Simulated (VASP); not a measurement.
# SiC (P6_3mc) in VASP: notebook

SiC is run at these levels: PBE-based screened hybrid with 25 % exact exchange, PBEsol; tasks: single point.

All numbers are computed with VASP 6.6.1; they aren't measurements. Logs are shortened: lines on timing, memory, paths and dates and some standing lists are left out, and cuts for length are marked.

## 1. The cell of the first run

It takes space group P6_3mc (No. 186, hexagonal). Conventional cell: a = 3.076 Å, b = 3.076 Å, c = 5.048 Å, α = 90.00°, β = 90.00°, γ = 120.00°. Si (site symmetry 3m) has 4 C at 1.87 to 1.94 Å within 2.5 Å. Within 2.5 Å of C (site symmetry 3m) lie 4 Si at 1.87 to 1.94 Å.

## 2. Single point, PBE-based screened hybrid with 25 % exact exchange

POSCAR

```
SiC
1.0
    3.0760000000      0.0000000000      0.0000000000
   -1.5380000000      2.6638941420      0.0000000000
    0.0000000000      0.0000000000      5.0480000000
Si C
2 2
Direct
    0.6666666667      0.3333333333      0.5000000000
    0.3333333333      0.6666666667      0.0000000000
    0.6666666667      0.3333333333      0.8850000000
    0.3333333333      0.6666666667      0.3850000000
```

INCAR.step1

```
SYSTEM = SiC
PREC     = Accurate       ! precision mode
ENCUT    = 520            ! plane-wave cutoff, eV
EDIFF    = 1E-5           ! SCF threshold, eV
ISMEAR   = -1             ! smearing method
SIGMA    = 0.05           ! smearing width, eV
LREAL    = .False.        ! projectors in reciprocal space
LASPH    = .True.         ! aspherical terms in the spheres
NELM     = 60             ! most SCF steps
ALGO     = Normal         ! electronic algorithm
ISIF     = 2              ! what is computed and relaxed
LWAVE    = .True.         ! write WAVECAR
GGA      = PE             ! functional
NBANDS   = 16             ! bands
```

INCAR.step2

```
SYSTEM = SiC
PREC     = Accurate       ! precision mode
ENCUT    = 520            ! plane-wave cutoff, eV
EDIFF    = 1E-6           ! SCF threshold, eV
ISMEAR   = -1             ! smearing method
SIGMA    = 0.05           ! smearing width, eV
LREAL    = .False.        ! projectors in reciprocal space
LASPH    = .True.         ! aspherical terms in the spheres
NELM     = 60             ! most SCF steps
ALGO     = Normal         ! electronic algorithm
ISIF     = 2              ! what is computed and relaxed
LWAVE    = .False.        ! write WAVECAR
LCHARG   = .True.         ! write CHGCAR
GGA      = PE             ! functional
LHFCALC  = .True.         ! exact exchange
AEXX     = 0.25           ! exact-exchange fraction
HFSCREEN = 0.2078699      ! screening, 1/A
PRECFOCK = Normal       
LELF     = .True.         ! ELF
LVHAR    = .True.       
ISTART   = 1            
NBANDS   = 16             ! bands
```

KPOINTS

```
Automatic mesh
0
Gamma
  6 6 3
  0 0 0
```

Potentials or basis: VASP PAW PBE potentials, release 64 (Si, C).

On the command line:

```console
$ cat potpaw_PBE.64/Si/POTCAR potpaw_PBE.64/C/POTCAR > POTCAR
$ cp INCAR.step1 INCAR
$ mpirun -np 1 vasp_std > vasp.out
$ cp INCAR.step2 INCAR
$ mpirun -np 1 vasp_std > vasp.out
```

OUTCAR:

```text
SYSTEM = SiC
   PREC = Accurate
   ENCUT = 520
   EDIFF = 1E-6
   ISMEAR = -1
   LREAL = .False.
   LASPH = .True.
   NELM = 60
   ISIF = 2
   GGA = PE
   LHFCALC = .True.
   AEXX = 0.25
   HFSCREEN = 0.2078699
   PRECFOCK = Normal
   ISTART = 1

 ion  position               nearest neighbor table
   1  0.667  0.333  0.500-   4 1.87   4 1.87   4 1.87   3 1.94   2 3.09   2 3.09   2 3.09   2 3.09
                             2 3.09   2 3.09
   2  0.333  0.667  0.000-   3 1.87   3 1.87   3 1.87   4 1.94   1 3.09   1 3.09   1 3.09   1 3.09
                             1 3.09   1 3.09
   3  0.667  0.333  0.885-   2 1.87   2 1.87   2 1.87   1 1.94
   4  0.333  0.667  0.385-   1 1.87   1 1.87   1 1.87   2 1.94

  LATTYP: Found a hexagonal cell.
 ALAT       =     3.0760000000
 C/A-ratio  =     1.6410923277

  Lattice vectors:

 A1 = (   3.0760000000,   0.0000000000,   0.0000000000)
 A2 = (  -1.5380000000,   2.6638941420,   0.0000000000)
 A3 = (   0.0000000000,   0.0000000000,   5.0480000000)

Analysis of symmetry for initial positions (statically):
=====================================================================
 Subroutine PRICEL returns:
 Original cell was already a primitive cell.

 Routine SETGRP: Setting up the symmetry group for a
 hexagonal supercell.

 Subroutine GETGRP returns: Found 12 space group operations
 (whereof  6 operations were pure point group operations)
 out of a pool of 24 trial point group operations.

The static configuration has the point symmetry C_3v.
 The point group associated with its full space group is C_6v.

Analysis of symmetry for dynamics (positions and initial velocities):
=====================================================================
 Subroutine PRICEL returns:
 Original cell was already a primitive cell.

 Routine SETGRP: Setting up the symmetry group for a
 hexagonal supercell.

 Subroutine GETGRP returns: Found 12 space group operations
 (whereof  6 operations were pure point group operations)
 out of a pool of 24 trial point group operations.

The dynamic configuration has the point symmetry C_3v.
 The point group associated with its full space group is C_6v.

 Subroutine INISYM returns: Found 12 space group operations
 (whereof  6 operations are pure point group operations),
 and found     1 'primitive' translations

----------------------------------------------------------------------------------------

                                     Primitive cell

  volume of cell :      41.3640

  direct lattice vectors                    reciprocal lattice vectors
     3.076000000  0.000000000  0.000000000     0.325097529  0.187695146  0.000000000
    -1.538000000  2.663894142  0.000000000     0.000000000  0.375390292  0.000000000
     0.000000000  0.000000000  5.048000000     0.000000000  0.000000000  0.198098257

  length of vectors
     3.076000000  3.076000000  5.048000000     0.375390292  0.375390292  0.198098257

  position of ions in fractional coordinates (direct lattice)
     0.666666667  0.333333333  0.500000000
     0.333333333  0.666666667  0.000000000
     0.666666667  0.333333333  0.885000000
     0.333333333  0.666666667  0.385000000

  ion indices of the primitive-cell ions
   primitive index   ion index
                 1           1
                 2           2
                 3           3
                 4           4

----------------------------------------------------------------------------------------

 KPOINTS: Automatic mesh

Automatic generation of k-mesh.
 Grid dimensions read from file:
 generate k-points for:    6    6    3

 Generating k-lattice:

  Cartesian coordinates                     Fractional coordinates (reciprocal lattice)
     0.054182922  0.031282524  0.000000000     0.166666667  0.000000000  0.000000000
     0.000000000  0.062565049  0.000000000     0.000000000  0.166666667  0.000000000
     0.000000000  0.000000000  0.066032752     0.000000000  0.000000000  0.333333333

  Length of vectors
     0.062565049  0.062565049  0.066032752

  Shift w.r.t. Gamma in fractional coordinates (k-lattice)
     0.000000000  0.000000000  0.000000000

 Subroutine IBZKPT returns following result:
 ===========================================

 Found     14 irreducible k-points:

 Following reciprocal coordinates:
            Coordinates               Weight
  0.000000  0.000000  0.000000      1.000000
  0.166667 -0.000000  0.000000      6.000000
  0.333333  0.000000  0.000000      6.000000
  0.500000 -0.000000  0.000000      3.000000
  0.166667  0.166667  0.000000      6.000000
  0.333333  0.166667  0.000000     12.000000
  0.333333  0.333333  0.000000      2.000000
  0.000000  0.000000  0.333333      2.000000
  0.166667 -0.000000  0.333333     12.000000
  0.333333  0.000000  0.333333     12.000000
  0.500000 -0.000000  0.333333      6.000000
  0.166667  0.166667  0.333333     12.000000
  0.333333  0.166667  0.333333     24.000000
  0.333333  0.333333  0.333333      4.000000
   k-points           NKPTS =     14   k-points in BZ     NKDIM =    108   number of bands    NBANDS=     16
   number of dos      NEDOS =    301   number of ions     NIONS =      4
   total plane-waves  NPLWV =  23040
   dimension x,y,z NGX =    24 NGY =   24 NGZ =   40
   dimension x,y,z NGXF=    48 NGYF=   48 NGZF=   80
   ions per type =               2   2
   NGX,Y,Z   is equivalent  to a cutoff of  12.97, 12.97, 13.17 a.u.
   NGXF,Y,Z  is equivalent  to a cutoff of  25.94, 25.94, 26.35 a.u.
 SYSTEM =  SiC
   PREC   = accura    normal or accurate (medium, high low for compatibility)
   ISTART =      1    job   : 0-new  1-cont  2-samecut
   ICHARG =      0    charge: 1-file 2-atom 10-const
   ISPIN  =      1    spin polarized calculation?
   LNONCOLLINEAR =      F non collinear calculations
   LSORBIT =      F    spin-orbit coupling
   LASPH  =      T    aspherical Exc in radial PAW
   ENCUT  =  520.0 eV  38.22 Ry    6.18 a.u.   5.72  5.72  9.39*2*pi/ulx,y,z
   NELM   =     60;   NELMIN=  2; NELMDL=  0     # of ELM steps
   EDIFF  = 0.1E-05   stopping-criterion for ELM
   LREAL  =      F    real-space projection
   EDIFFG = 0.1E-04   stopping-criterion for IOM
   NSW    =      0    number of steps for IOM
   IBRION =     -1    ionic relax: 0-MD 1-quasi-New 2-CG
   NFREE  =      0    steps in history (QN), initial steepest desc. (CG)
   ISIF   =      2    stress and relaxation
   ISYM   =      3    0-nonsym 1-usesym 2-fastsym
   POTIM  = 0.5000    time-step for ionic-motion
   TEBEG  =    0.0;   TEEND  =   0.0 temperature during run
   PSTRESS=    0.0 pullay stress
   NELECT =      16.0000    total number of electrons
   NUPDOWN=      -1.0000    fix difference up-down
   EMIN   =  10.00;   EMAX   =-10.00  energy-range for DOS
   EFERMI =   0.00;   METHOD = LEGACY
   ISMEAR =    -1;   SIGMA  =   0.05  broadening in eV -4-tet -1-fermi 0-gaus
   EFERMI_NEDOS =   21; number of points for ismear=-14 and -15
   IALGO  =     38    algorithm
   IMIX   =      1    mixing-type and parameters
     AMIX     =   0.40;   BMIX     =  1.00
     AMIX_MAG =   1.60;   BMIX_MAG =  1.00
  volume/ion in A,a.u.               =      10.34        69.78
  Fermi-wavevector in a.u.,A,eV,Ry     =   1.192817  2.254098 19.358549  1.422813
  Thomas-Fermi vector in A             =   2.328847
   LORBIT       =      0    0 simple, 1 ext, 2 COOP (PROOUT), +10 PAW based schemes
   GGA     = PE    functional components
   LHFCALC =     T    Hartree Fock is set to
   PRECFOCK=normal    Normal, Fast or Accurate (Low or Medium for compatibility)
   ENCUT4O =  -1.0   cutoff for four orbital integrals eV
   NKREDX  =     1    reduce k-point grid by
   NKREDY  =     1    reduce k-point grid by
   NKREDZ  =     1    reduce k-point grid by
   AEXX    =    0.2500 exact exchange contribution
   HFSCREEN=    0.2079 screening length (either q_TF or 0.3 A-1)
   HFSCREENC=   0.2079 screening length for correlation (either q_TF or 0.3 A-1)
   ENCUTFOCK=  -1.0 apply spherical cutoff to Coloumb kernel
   IVDW    =     0    specifies the selected vdW correction
   LEPSILON=     F    determine dielectric tensor
   LRPA    =     F    only Hartree local field effects (RPA)
 non-spin polarized calculation
  energy-cutoff  :      520.00
  volume of cell :       41.36
 maximum number of plane-waves:      1132
 NGX is ok and might be reduce to    24
  NGX = 18; NGY = 18; NGZ = 30

 number of electron      16.0000000 magnetization

 Free energy of the ion-electron system (eV)
  ---------------------------------------------------
  ext. energy  EPLUGINS =         0.00000000
  ---------------------------------------------------
  free energy    TOTEN  =       -34.78827258 eV

  energy without entropy =      -34.78827258  energy(sigma->0) =      -34.78827258

 E-fermi :   8.8161     XC(G=0):  -9.3488

 val. band max:        7.8440466919   @ k =   0.0000   0.0000   0.0000
 cond. band min:      11.0327355555   @ k =   0.3333   0.3333   0.0000
 fundamental gap:      3.1886888636
 Fermi energy:         8.8160723955

 k-point     1 :       0.0000    0.0000    0.0000
  band No.  band energies     occupation
      1      -9.5127      2.00000
      2      -5.7341      2.00000
      3      -1.7009      2.00000
      4       6.1049      2.00000
      5       6.1049      2.00000
      6       7.5255      2.00000
[... 8 lines left out ...]
     15      17.9131      0.00000
     16      20.8375      0.00000

 k-point     2 :       0.1667   -0.0000    0.0000
  band No.  band energies     occupation
      1      -8.9915      2.00000
      2      -5.2933      2.00000
      3      -1.2134      2.00000
      4       3.7787      2.00000
      5       5.3681      2.00000
      6       5.8184      2.00000
[... 8 lines left out ...]
     15      18.4246      0.00000
     16      18.9687      0.00000

 k-point     3 :       0.3333    0.0000    0.0000
  band No.  band energies     occupation
      1      -7.5015      2.00000
      2      -4.2414      2.00000
      3      -0.3927      2.00000
      4       0.8858      2.00000
      5       2.7331      2.00000
      6       4.3358      2.00000
[... 8 lines left out ...]
     15      20.0006      0.00000
     16      21.3681      0.00000
[... 172 lines left out ...]
 k-point    13 :       0.3333    0.1667    0.3333
  band No.  band energies     occupation
      1      -5.6984      2.00000
      2      -4.5410      2.00000
      3      -0.9729      2.00000
      4       0.1185      2.00000
      5       2.5605      2.00000
      6       3.8003      2.00000
[... 8 lines left out ...]
     15      20.8923      0.00000
     16      21.2760      0.00000

 k-point    14 :       0.3333    0.3333    0.3333
  band No.  band energies     occupation
      1      -4.4146      2.00000
      2      -4.4146      2.00000
      3      -0.5523      2.00000
      4      -0.5523      2.00000
      5       0.8102      2.00000
      6       2.2417      2.00000
[... 8 lines left out ...]
     15      20.7602      0.00000
     16      21.2919      0.00000

------------------------ aborting loop because EDIFF is reached ----------------------------------------

  FORCE on cell =-STRESS in cart. coord.  units (eV):
  Direction    XX          YY          ZZ          XY          YZ          ZX
  --------------------------------------------------------------------------------------
  -------------------------------------------------------------------------------------
  Total        0.0551755      0.0551755     -1.1721450      0.0000000      0.0000000      0.0000000
  in kB        2.1371480      2.1371480    -45.4014045      0.0000000      0.0000000      0.0000000
  external PRESSURE =     -13.7090361 kB  Pullay stress =       0.0000000 kB

 VOLUME and BASIS-vectors are now :
 -----------------------------------------------------------------------------
  energy-cutoff  :      520.00
  volume of cell :       41.36
      direct lattice vectors                 reciprocal lattice vectors
     3.076000000  0.000000000  0.000000000     0.325097529  0.187695146  0.000000000
    -1.538000000  2.663894142  0.000000000     0.000000000  0.375390292  0.000000000
     0.000000000  0.000000000  5.048000000     0.000000000  0.000000000  0.198098257

 POSITION                                       TOTAL-FORCE (eV/Angst)
 -----------------------------------------------------------------------------------
      1.53800      0.88796      2.52400         0.000000      0.000000      0.771252
     -0.00000      1.77593      0.00000        -0.000000      0.000000      0.771252
      1.53800      0.88796      4.46748        -0.000000      0.000000     -0.771252
     -0.00000      1.77593      1.94348         0.000000      0.000000     -0.771252
 -----------------------------------------------------------------------------------
    total drift:                                0.000000      0.000000     -0.000185

  FREE ENERGIE OF THE ION-ELECTRON SYSTEM (eV)
  ---------------------------------------------------
  free  energy   TOTEN  =       -34.7882725813 eV

  energy  without entropy=      -34.7882725813  energy(sigma->0) =      -34.78827258
```

Run time: 9.7 min. Hardware: 1 thread of Intel Xeon Platinum 8488C (Sapphire Rapids), shared host; peak memory 0.25 GiB.

What came out:

```yaml
Free_energy: -34.7883 eV
Pressure: -1.4 GPa
Largest_force: 0.771 eV/Å
Band_gap_on_the_k_mesh: 3.19 eV (least direct gap 5.18 eV)
```

Forces in eV/Å, atoms in the order of the input:
```
Si   0.000  0.000  0.771
Si   0.000  0.000  0.771
C    0.000  0.000 -0.771
C    0.000  0.000 -0.771
```

Stress tensor (GPa, compression positive):
```
 0.21  0.00  0.00
 0.00  0.21  0.00
 0.00  0.00 -4.54
```

Caveat: the PAW data sets were made with another functional, which shifts forces and pressure a little; an odd mesh through Γ misses points on the zone boundary, where band edges can lie.

## 3. Single point, PBE-based screened hybrid with 25 % exact exchange

POSCAR is that of step 2.

INCAR.step1

```
  ALGO = Normal
  EDIFF = 1E-5
  ENCUT = 520
  GGA = PE
  ISIF = 2
  ISMEAR = -1
  LASPH = True
  LCHARG = False
  LREAL = False
  LWAVE = True
  NBANDS = 16
  NELM = 100
  PREC = Accurate
  SIGMA = 0.05
```

INCAR.step2

```
  AEXX = 0.25
  ALGO = Normal
  EDIFF = 1E-7
  ENCUT = 520
  GGA = PE
  HFSCREEN = 0.2
  ISIF = 2
  ISMEAR = -1
  ISTART = 1
  LASPH = True
  LCHARG = False
  LHFCALC = True
  LREAL = False
  LWAVE = False
  NBANDS = 16
  NELM = 100
  PREC = Accurate
  PRECFOCK = Normal
  SIGMA = 0.05
```

KPOINTS

```
k-points
0
Gamma
  5 5 3
```

Potentials or basis: VASP PAW PBE potentials, release 64 (Si, C).

On the command line:

```console
$ cat potpaw_PBE.64/Si/POTCAR potpaw_PBE.64/C/POTCAR > POTCAR
$ cp INCAR.step1 INCAR
$ mpirun -np 1 vasp_std > vasp.out
$ cp INCAR.step2 INCAR
$ mpirun -np 1 vasp_std > vasp.out
```

Wall time 7.6 min (1 thread of AMD EPYC 7R43 (Zen 3), shared host); peak memory 0.22 GiB.

It converged, with:

```yaml
Free_energy: -34.8418 eV
Pressure: -1.4 GPa
Largest_force: 0.761 eV/Å
Band_gap_on_the_k_mesh: 3.78 eV (least direct gap 5.33 eV)
```

Forces on the atoms (eV/Å):
```
Si   0.000  0.000  0.761
Si   0.000  0.000  0.761
C    0.000  0.000 -0.761
C    0.000  0.000 -0.761
```

Stress tensor (GPa, compression positive):
```
 0.26  0.00  0.00
 0.00  0.26  0.00
 0.00  0.00 -4.68
```

Levels at points of the mesh, in eV from the valence-band top:
```tsv
k point	band 5	band 6	band 7	band 8	band 9	band 10	band 11	band 12
(0.00, 0.00, 0.00)	-1.75	-0.32	-0.32	0.00	5.79	7.28	7.71	7.71
```

Caveat: the k points lie up to 0.47 Å⁻¹ apart; the PAW data sets were made with another functional, which shifts forces and pressure a little; an odd mesh through Γ misses points on the zone boundary, where band edges can lie.

[end of part 1 of 2]
